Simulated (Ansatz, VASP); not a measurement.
KCl in VASP and in Ansatz

The input INCAR:

```
ALGO = Normal
EDIFF = 1E-7
ENCUT = 520
GGA = PE
ISIF = 2
ISMEAR = 0
LASPH = True
LCHARG = False
LREAL = False
LWAVE = False
NBANDS = 15
NELM = 100
PREC = Accurate
SIGMA = 0.05
```

Contents of KPOINTS:

```
k-points
0
Gamma
  8 8 8
```

POSCAR

```
KCl
1.0
    0.0000000000      3.4286189488      2.6743227801
    3.4286189488      0.0000000000      2.6743227801
    3.4286189488      3.4286189488      0.0000000000
K Cl
1 1
Direct
    0.0000000000      0.0000000000      0.0000000000
    0.5000000000      0.5000000000      0.5000000000
```

Input for Ansatz:

```yaml
crystal:
  lattice:
    - [0.0, 3.4286189488, 2.6743227801]
    - [3.4286189488, 0.0, 2.6743227801]
    - [3.4286189488, 3.4286189488, 0.0]
  atoms:
    - { symbol: K, position: [0.0, 0.0, 0.0] }
    - { symbol: Cl, position: [0.5, 0.5, 0.5] }
basis:
  ecutwfc: 420
kpoints:
  mp_grid: { grid: [8, 8, 8] }
hamiltonian:
  xc: pbe
scf:
  occupations: { method: gaussian, width: 0.05 }
output:
  forces: true
  stress: true
  eigenvalues: true
```

Alike in both runs: task single point; functional PBE; k mesh 8 × 8 × 8; occupations gaussian, width 0.05 eV; no spin polarisation.

|  | VASP | Ansatz |
| --- | --- | --- |
| version | VASP 6.6.1 | Ansatz 0.2.0 |
| potentials or method | VASP PAW PBE potentials, release 64 (K_sv, Cl), cutoff 520 eV | scalar-relativistic, plane waves, PAW |
| valence electrons in the cell | 16 | 16 |

Ansatz gave:

| Quantity | Value |
| --- | --- |
| gap on the k mesh at the Fermi level (eV) | 4.59 |
| least direct gap on the mesh (eV) | 4.59 |
| pressure (GPa) | 4.7 |
| traceless stress, the component that is largest in VASP (GPa) | 11.45 |

Problem. Which values does VASP return?

Solution. gap on the k mesh at the Fermi level (eV): 4.59; least direct gap on the mesh (eV): 4.59; pressure (GPa): 4.8; traceless stress, the component that is largest in VASP (GPa): 11.65.
